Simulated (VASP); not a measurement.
Here is a VASP 6.6.1 calculation.

INCAR

```
  PREC = Accurate
  ENCUT = 520
  EDIFF = 1E-7
  ISMEAR = -1
  SIGMA = 0.02
  LREAL = F
  LASPH = T
  NELM = 100
  ALGO = Normal
  ISIF = 2
  LWAVE = F
  LCHARG = T
  GGA = PS
  LELF = T
  LVHAR = T
  NBANDS = 18
```

KPOINTS

```
regular mesh
0
Gamma
  12 12 4
```

The input POSCAR:

```
LiCl
1.0
    3.8790068576      0.0000000000      0.0000000000
   -1.9395034288      3.3593184801      0.0000000000
    0.0000000000      0.0000000000      6.1777304792
Li Cl
2 2
Direct
    0.6666666667      0.3333333333      0.8785713725
    0.3333333333      0.6666666667      0.3785713725
    0.6666666667      0.3333333333      0.4964296275
    0.3333333333      0.6666666667      0.9964296275
```

Potentials or basis: VASP PAW PBE potentials, release 64 (Li_sv, Cl).

Run with:

```sh
$ cat potpaw_PBE.64/Li_sv/POTCAR potpaw_PBE.64/Cl/POTCAR > POTCAR
$ mpirun -np 1 vasp_std > vasp.out
```

(1) What does it give for the band gap on the k mesh?

## Answers

(1) 5.85 eV.
